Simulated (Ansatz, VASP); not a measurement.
One calculation of Al, two programs

```
CELL_PARAMETERS angstrom
2.77500 0.00000 0.00000
-1.38750 2.40322 0.00000
0.00000 0.00000 10.03950
ATOMIC_POSITIONS crystal
Al 0.00000 0.00000 0.00000
Al 0.33333 0.66667 0.25000
Al 0.00000 0.00000 0.50000
Al 0.66667 0.33333 0.75000
```

Alike in both runs: task single point; functional PBE; dispersion D3(BJ); k mesh 18 × 18 × 4; occupations gaussian, width 0.15 eV; no spin polarisation.

|  | VASP | Ansatz |
| --- | --- | --- |
| version | VASP 6.6.1 | Ansatz 0.2.0 |
| potentials or method | VASP PAW PBE potentials, release 64 (Al), cutoff 520 eV | scalar-relativistic, plane waves, PAW |
| valence electrons in the cell | 12 | 12 |

|  | VASP | Ansatz | Ansatz less VASP |
| --- | --- | --- | --- |
| gap on the k mesh at the Fermi level (eV) | none | none | - |
| pressure (GPa) | -3.1 | -3.1 | 0.00 |
| traceless stress, the component that is largest in VASP (GPa) | -4.52 | -4.53 | -0.009 |

A gap of «none» marks a metal or a gap that the smearing closes.
